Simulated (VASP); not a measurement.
Runs of VASP 6.6.1 on Sb. The structure is that of space group Im-3m (No. 229), or close to it. The cells are those of the table. 

```csv
task,cell,k mesh,cutoff (eV),gap on the mesh (eV),pressure (GPa)
single point,"a = 3.213 Å, angles 109.5°, 1 atom",20 × 20 × 20,520,none,0.1
single point,"a = 3.079 Å, angles 109.5°, 1 atom",13 × 13 × 13,520,none,12.1
relaxation of cell and atoms,"relaxed from a = 3.281 Å, angles 109.5°, 1 atom",12 × 12 × 12,600,none,0.0
single point,"a = 3.124 Å, angles 109.5°, 1 atom",13 × 13 × 13,520,none,(a)
single point,"a = 3.296 Å, angles 109.5°, 1 atom",13 × 13 × 13,520,none,-4.7
```

Alike in all rows: level LDA; potentials or basis VASP PAW LDA potentials, release 64 (Sb); no spin polarisation; smearing fermi-dirac 0.1 eV.

Problem. Fill in the values left out.

Solution. (a) 7.0.

Caveats: spin-orbit coupling is left out, which moves the levels of the heavy elements.

A k mesh can miss the band edges, and the runs leave out spin-orbit coupling on Sb.

A gap of «none» marks levels without a gap at the run's occupations.
